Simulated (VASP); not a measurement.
# Ir: single point with LDA

Ir:

```xyz
2
Lattice="12.0731 0.0000 0.0000 0.0000 2.2032 0.0000 0.0000 0.0000 7.0958" Properties=species:S:1:pos:R:3 pbc="T T T"
Ir    3.0183    0.0000    1.1636
Ir    9.0548    0.0000    5.9322
```

- Program: VASP 6.6.1
- Task: single point
- Functional: LDA
- Potentials or basis: VASP PAW LDA potentials, release 64 (Ir)
- Cutoff: 520 eV
- k mesh: 3 × 13 × 4
- Occupations: gaussian, width 0.05 eV
- Spin: no spin polarisation

The pressure is 0.7 GPa and the band gap on the k mesh is zero (bands 9 and 10 overlap by 3.59 eV).

Stress tensor (GPa, compression positive):
```
-0.05  0.00  0.00
 0.00  2.26  0.00
 0.00  0.00 -0.03
```

Levels at points of the mesh, in eV from the Fermi level:
```tsv
k point	band 6	band 7	band 8	band 9	band 10	band 11
(0.00, 0.00, 0.00)	-1.79	-1.79	-1.79	2.40	2.57	2.57
(0.00, 0.00, 0.50)	-1.79	-1.79	-1.78	2.52	2.56	2.57
```

Wall time 2.6 min on 1 thread of Intel Xeon 8259CL, with other jobs on the host, peak memory 0.28 GiB.

Caveat: spin-orbit coupling is left out, which moves the levels of the heavy elements.
